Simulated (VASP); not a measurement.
**MgW: single point with r2SCAN**

MgW:

```
W Mg
1.0
     4.83135    0.03580   -5.03949
     0.02753    5.85326   -0.01516
     4.79562    0.00972    4.95005
W Mg
4 4
Direct
  0.35546 0.19171 0.62972
  0.86306 0.13448 0.16987
  0.14126 0.79771 0.87857
  0.61556 0.79595 0.35280
  0.15112 0.65795 0.38234
  0.63518 0.75625 0.89789
  0.37250 0.35011 0.13195
  0.89443 0.34010 0.60134
```

```json
{
 "Program": "VASP 6.6.1",
 "Task": "single point",
 "Functional": "r2SCAN",
 "Potentials or basis": "VASP PAW PBE potentials, release 64 (W_sv, Mg)",
 "Cutoff": "520 eV",
 "k mesh": "3 × 3 × 3, shifted",
 "Occupations": "fermi-dirac, width 0.1 eV",
 "Spin": "no spin polarisation",
 "Dipole correction": "no",
 "Further INCAR settings": "ALGO = Normal; EDIFF = 1e-06; NBANDS = 42"
}
```

| Item | Value |
| --- | --- |
| Pressure | -19.7 GPa |
| Largest force | 3.636 eV/Å |
| Band gap on the k mesh | zero (bands 32 and 33 overlap by 0.12 eV) |

Forces on the atoms (eV/Å):
```
W   -0.231 -2.364  0.760
W   -0.475 -3.381  1.253
W    0.117  2.317 -0.566
W    0.391  3.042 -1.332
Mg   0.078  0.910  0.232
Mg   0.034  0.474  0.113
Mg   0.074 -0.564 -0.545
Mg   0.013 -0.434  0.085
```

Stress tensor (GPa, compression positive):
```
-15.60  -0.23   0.38
 -0.23 -21.61   1.35
  0.38   1.35 -21.81
```

Levels at points of the mesh, in eV from the Fermi level:
```csv
k point,band 29,band 30,band 31,band 32,band 33,band 34,band 35,band 36
"(0.00, 0.50, 0.50)",-0.55,-0.46,-0.30,-0.20,-0.06,0.12,0.30,0.40
```

Run time: 17 min on 1 thread of Intel(R) Xeon(R) Platinum 8259CL CPU @ 2.50GHz (Skylake/Cascade Lake), with other jobs on the host, peak memory 0.44 GiB.

Caveat: the stress differs along the axes, from -22 to -16 GPa; the PAW data sets were made with another functional, which shifts forces and pressure a little; spin-orbit coupling is left out, which moves the levels of the heavy elements.
